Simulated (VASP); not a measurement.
# InGaSe (P-6m2) in VASP: relaxation of cell and atoms with PBE

Aim: the relaxation of cell and atoms of InGaSe with PBE.

Program: VASP 6.6.1. These are calculated values, not measurements. Logs are shortened: lines on timing, memory, paths and dates and some standing lists are left out, and cuts for length are marked.

### Step 1. The cell of the first run

Symmetry: P-6m2, No. 187, hexagonal system. Conventional cell: a = 4.765 Å, b = 4.765 Å, c = 3.907 Å, α = 90.00°, β = 90.00°, γ = 120.00°. In (site symmetry -6m2) has 3 Ga at 2.75 Å and 6 Se at 3.37 Å within 3.6 Å. Within 3.6 Å of Ga (site symmetry -6m2) lie 3 In at 2.75 Å and 6 Se at 3.37 Å. Se (site symmetry -6m2) has 6 In at 3.37 Å and 6 Ga at 3.37 Å and 2 Se at 3.91 Å within 4.4 Å.

The cell was generated, and may not be a known phase.

### Step 2. Relaxation of cell and atoms, PBE

Input file INCAR:

```
PREC     = Accurate       # precision mode
ENCUT    = 500            # plane-wave cutoff, eV
EDIFF    = 1E-7           # SCF threshold, eV
ISMEAR   = 0              # smearing method
SIGMA    = 0.1            # smearing width, eV
LREAL    = F              # projectors in reciprocal space
LASPH    = T              # aspherical terms in the spheres
NELM     = 120            # most SCF steps
ALGO     = Normal         # electronic algorithm
ISIF     = 3              # what is computed and relaxed
LWAVE    = F              # write WAVECAR
LCHARG   = F              # write CHGCAR
GGA      = PE             # functional
IBRION   = 2              # ionic algorithm
NSW      = 100            # ionic steps
EDIFFG   = -0.01          # ionic threshold
GGA_COMPAT= F            
NELMIN   = 4
```

Input file KPOINTS:

```
regular mesh
0
Gamma
  12 12 12
```

Input file POSCAR:

```
InGaSe
1.0
    4.7652164939      0.0000000000      0.0000000000
   -2.3826082470      4.1267985383      0.0000000000
    0.0000000000      0.0000000000      3.9074095761
In Ga Se
1 1 1
Direct
    0.3333333333      0.6666666667      0.5000000000
    0.6666666667      0.3333333333      0.5000000000
    0.0000000000      0.0000000000      0.0000000000
```

Potentials or basis: VASP PAW PBE potentials, release 64 (In_d, Ga_d, Se).

Started as:

```bash
$ cat potpaw_PBE.64/In_d/POTCAR potpaw_PBE.64/Ga_d/POTCAR potpaw_PBE.64/Se/POTCAR > POTCAR
$ mpirun -np 1 vasp_std > vasp.out
```

OUTCAR:

```text
PREC = Accurate
   ENCUT = 500
   EDIFF = 1E-7
   ISMEAR = 0
   LREAL = F
   LASPH = T
   NELM = 120
   ISIF = 3
   GGA = PE
   IBRION = 2
   NSW = 100
   EDIFFG = -0.01
   NELMIN = 4

 ion  position               nearest neighbor table
   1  0.333  0.667  0.500-   2 2.75   2 2.75   2 2.75   3 3.37   3 3.37   3 3.37   3 3.37   3 3.37
                             3 3.37
   2  0.667  0.333  0.500-   1 2.75   1 2.75   1 2.75
   3  0.000  0.000  0.000-   1 3.37   1 3.37   1 3.37   1 3.37   1 3.37   1 3.37

  LATTYP: Found a hexagonal cell.
 ALAT       =     4.7652164939
 C/A-ratio  =     0.8199857406

  Lattice vectors:

 A1 = (   4.7652164939,   0.0000000000,   0.0000000000)
 A2 = (  -2.3826082470,   4.1267985383,   0.0000000000)
 A3 = (   0.0000000000,   0.0000000000,   3.9074095761)

Analysis of symmetry for initial positions (statically):
=====================================================================
 Subroutine PRICEL returns:
 Original cell was already a primitive cell.

 Routine SETGRP: Setting up the symmetry group for a
 hexagonal supercell.

 Subroutine GETGRP returns: Found 12 space group operations
 (whereof 12 operations were pure point group operations)
 out of a pool of 24 trial point group operations.

The static configuration has the point symmetry D_3h.

Analysis of symmetry for dynamics (positions and initial velocities):
=====================================================================
 Subroutine PRICEL returns:
 Original cell was already a primitive cell.

 Routine SETGRP: Setting up the symmetry group for a
 hexagonal supercell.

 Subroutine GETGRP returns: Found 12 space group operations
 (whereof 12 operations were pure point group operations)
 out of a pool of 24 trial point group operations.

The dynamic configuration has the point symmetry D_3h.

 Subroutine INISYM returns: Found 12 space group operations
 (whereof 12 operations are pure point group operations),
 and found     1 'primitive' translations

----------------------------------------------------------------------------------------

                                     Primitive cell

  volume of cell :      76.8396

  direct lattice vectors                    reciprocal lattice vectors
     4.765216494  0.000000000  0.000000000     0.209854054  0.121159295  0.000000000
    -2.382608247  4.126798538  0.000000000     0.000000000  0.242318589  0.000000000
     0.000000000  0.000000000  3.907409576     0.000000000  0.000000000  0.255924029

  length of vectors
     4.765216494  4.765216494  3.907409576     0.242318589  0.242318589  0.255924029

  position of ions in fractional coordinates (direct lattice)
     0.333333333  0.666666667  0.500000000
     0.666666667  0.333333333  0.500000000
     0.000000000  0.000000000  0.000000000

  ion indices of the primitive-cell ions
   primitive index   ion index
                 1           1
                 2           2
                 3           3

----------------------------------------------------------------------------------------

 KPOINTS: regular mesh

Automatic generation of k-mesh.
 Grid dimensions read from file:
 generate k-points for:   12   12   12

 Generating k-lattice:

  Cartesian coordinates                     Fractional coordinates (reciprocal lattice)
     0.017487838  0.010096608  0.000000000     0.083333333  0.000000000  0.000000000
     0.000000000  0.020193216  0.000000000     0.000000000  0.083333333  0.000000000
[... 58 lines left out ...]
   EDIFF  = 0.1E-06   stopping-criterion for ELM
   LREAL  =      F    real-space projection
   EDIFFG = -.1E-01   stopping-criterion for IOM
   NSW    =    100    number of steps for IOM
   IBRION =      2    ionic relax: 0-MD 1-quasi-New 2-CG
   NFREE  =      1    steps in history (QN), initial steepest desc. (CG)
   ISIF   =      3    stress and relaxation
   ISYM   =      2    0-nonsym 1-usesym 2-fastsym
   POTIM  = 0.5000    time-step for ionic-motion
   TEBEG  =    0.0;   TEEND  =   0.0 temperature during run
   PSTRESS=    0.0 pullay stress
   NELECT =      32.0000    total number of electrons
   NUPDOWN=      -1.0000    fix difference up-down
   EMIN   =  10.00;   EMAX   =-10.00  energy-range for DOS
   EFERMI =   0.00;   METHOD = LEGACY
   ISMEAR =     0;   SIGMA  =   0.10  broadening in eV -4-tet -1-fermi 0-gaus
   EFERMI_NEDOS =   21; number of points for ismear=-14 and -15
   IALGO  =     38    algorithm
   IMIX   =      4    mixing-type and parameters
     AMIX     =   0.40;   BMIX     =  1.00
     AMIX_MAG =   1.60;   BMIX_MAG =  1.00
  volume/ion in A,a.u.               =      25.61       172.85
  Fermi-wavevector in a.u.,A,eV,Ry     =   1.222540  2.310266 20.335335  1.494605
  Thomas-Fermi vector in A             =   2.357683
   LORBIT       =      0    0 simple, 1 ext, 2 COOP (PROOUT), +10 PAW based schemes
   GGA     = PE    functional components
   LHFCALC =     F    Hartree Fock is set to
   AEXX    =    0.0000 exact exchange contribution
   IVDW    =     0    specifies the selected vdW correction
   LEPSILON=     F    determine dielectric tensor
   LRPA    =     F    only Hartree local field effects (RPA)
 conjugate gradient relaxation of ions
 non-spin polarized calculation
 Gauss-broadening in eV      SIGMA  =   0.10
  energy-cutoff  :      500.00
  volume of cell :       76.84
 maximum number of plane-waves:      1966
 NGX is ok and might be reduce to    36
   NGX = 17   NGY = 17   NGZ = 15

--------------------------------------- Ionic step        1  -------------------------------------------

 number of electron      31.9999995 magnetization

 Free energy of the ion-electron system (eV)
  ---------------------------------------------------
  ext. energy  EPLUGINS =         0.00000000
  ---------------------------------------------------
  free energy    TOTEN  =        -8.91599466 eV

  energy without entropy =       -8.91299104  energy(sigma->0) =       -8.91449285

------------------------ aborting loop because EDIFF is reached ----------------------------------------

  FORCE on cell =-STRESS in cart. coord.  units (eV):
  Direction    XX          YY          ZZ          XY          YZ          ZX
  --------------------------------------------------------------------------------------
  -------------------------------------------------------------------------------------
  Total        0.0066285      0.0066285     -0.0353640     -0.0000000      0.0000000      0.0000000
  in kB        0.1382098      0.1382098     -0.7373731     -0.0000000      0.0000000      0.0000000
  external PRESSURE =      -0.1536512 kB  Pullay stress =       0.0000000 kB

 VOLUME and BASIS-vectors are now :
 -----------------------------------------------------------------------------
  energy-cutoff  :      500.00
  volume of cell :       76.84
      direct lattice vectors                 reciprocal lattice vectors
     4.765216494  0.000000000  0.000000000     0.209854054  0.121159295  0.000000000
    -2.382608247  4.126798538  0.000000000     0.000000000  0.242318589  0.000000000
     0.000000000  0.000000000  3.907409576     0.000000000  0.000000000  0.255924029

 POSITION                                       TOTAL-FORCE (eV/Angst)
 -----------------------------------------------------------------------------------
     -0.00000      2.75120      1.95370        -0.000000      0.000000      0.000000
      2.38261      1.37560      1.95370         0.000000      0.000000      0.000000
      0.00000      0.00000      0.00000        -0.000000     -0.000000      0.000000
 -----------------------------------------------------------------------------------
    total drift:                               -0.000002      0.000001     -0.000000

  FREE ENERGIE OF THE ION-ELECTRON SYSTEM (eV)
  ---------------------------------------------------
  free  energy   TOTEN  =        -8.9159946600 eV

  energy  without entropy=       -8.9129910442  energy(sigma->0) =       -8.91449285

--------------------------------------- Ionic step        2  -------------------------------------------

 number of electron      31.9999995 magnetization

 Free energy of the ion-electron system (eV)
  ---------------------------------------------------
  ext. energy  EPLUGINS =         0.00000000
  ---------------------------------------------------
  free energy    TOTEN  =        -8.91601249 eV

  energy without entropy =       -8.91297579  energy(sigma->0) =       -8.91449414

 E-fermi :   4.5394     XC(G=0):  -9.7023

 val. band max:        4.4973988643   @ k =   0.5000   0.0000   0.0833
 cond. band min:       4.5425982443   @ k =   0.0833   0.0000   0.5000
 fundamental gap:      0.0451993799
 Fermi energy:         4.5393812540

 k-point     1 :       0.0000    0.0000    0.0000
  band No.  band energies     occupation
      1     -10.5671      2.00000
      2     -10.5157      2.00000
      3     -10.5157      2.00000
      4     -10.4959      2.00000
      5     -10.4959      2.00000
      6     -10.0227      2.00000
[... 541 lines left out ...]
     19       8.3137      0.00000
     20      10.0374      0.00000

 [... further k-points ...]

------------------------ aborting loop because EDIFF is reached ----------------------------------------

  FORCE on cell =-STRESS in cart. coord.  units (eV):
  Direction    XX          YY          ZZ          XY          YZ          ZX
  --------------------------------------------------------------------------------------
  -------------------------------------------------------------------------------------
  Total        0.0112370      0.0112370     -0.0180701     -0.0000000      0.0000000      0.0000000
  in kB        0.2343850      0.2343850     -0.3769129     -0.0000000      0.0000000      0.0000000
  external PRESSURE =       0.0306191 kB  Pullay stress =       0.0000000 kB

 VOLUME and BASIS-vectors are now :
 -----------------------------------------------------------------------------
  energy-cutoff  :      500.00
  volume of cell :       76.81
      direct lattice vectors                 reciprocal lattice vectors
     4.765724426 -0.000000000  0.000000000     0.209831688  0.121146381  0.000000000
    -2.382862213  4.127238420  0.000000000     0.000000000  0.242292763 -0.000000000
    -0.000000000  0.000000000  3.905187492     0.000000000  0.000000000  0.256069651

 POSITION                                       TOTAL-FORCE (eV/Angst)
 -----------------------------------------------------------------------------------
     -0.00000      2.75149      1.95259        -0.000000     -0.000000      0.000000
      2.38286      1.37575      1.95259         0.000000      0.000000      0.000000
      2.38286      4.12724      0.00000         0.000000      0.000000      0.000000
 -----------------------------------------------------------------------------------
    total drift:                               -0.000002      0.000001     -0.000000

  FREE ENERGIE OF THE ION-ELECTRON SYSTEM (eV)
  ---------------------------------------------------
  free  energy   TOTEN  =        -8.9160124897 eV

  energy  without entropy=       -8.9129757923  energy(sigma->0) =       -8.91449414

 reached required accuracy - stopping structural energy minimisation
```

Run time: 5.5 min. Hardware: 1 thread of Oxide Virtual Turin-like, shared host; peak memory 0.32 GiB.

What came out:

| Property | Result |
| --- | --- |
| Free energy | -8.9160 eV |
| Relaxed volume | 25.60 Å³/atom |
| Relaxed cell | a = 4.766 Å, b = 4.766 Å, c = 3.905 Å, α = 90.00°, β = 90.00°, γ = 120.00° |
| Space group after relaxing (to 0.1 Å) | P-6m2 (No. 187) |
| Energy gained by relaxing | 0.0 meV/atom |
| Ionic steps | 2 |
| Pressure after relaxing | 0.0 GPa |
| Band gap on the k mesh | zero (bands 16 and 17 overlap by 0.77 eV) |

Final structure:
```cif
data_structure
_symmetry_space_group_name_H-M 'P 1'
_symmetry_Int_Tables_number 1
_cell_length_a 4.7657
_cell_length_b 4.7657
_cell_length_c 3.9052
_cell_angle_alpha 90.000
_cell_angle_beta 90.000
_cell_angle_gamma 120.000
_cell_volume 76.81
loop_
_atom_site_label
_atom_site_type_symbol
_atom_site_fract_x
_atom_site_fract_y
_atom_site_fract_z
_atom_site_occupancy
In1 In 0.33333 0.66667 0.50000 1
Ga1 Ga 0.66667 0.33333 0.50000 1
Se1 Se 0.00000 0.00000 0.00000 1
```

Caveat: spin-orbit coupling is left out, which moves the levels of the heavy elements.

The gap in the log of VASP goes by the Fermi energy; the results here count the filled bands.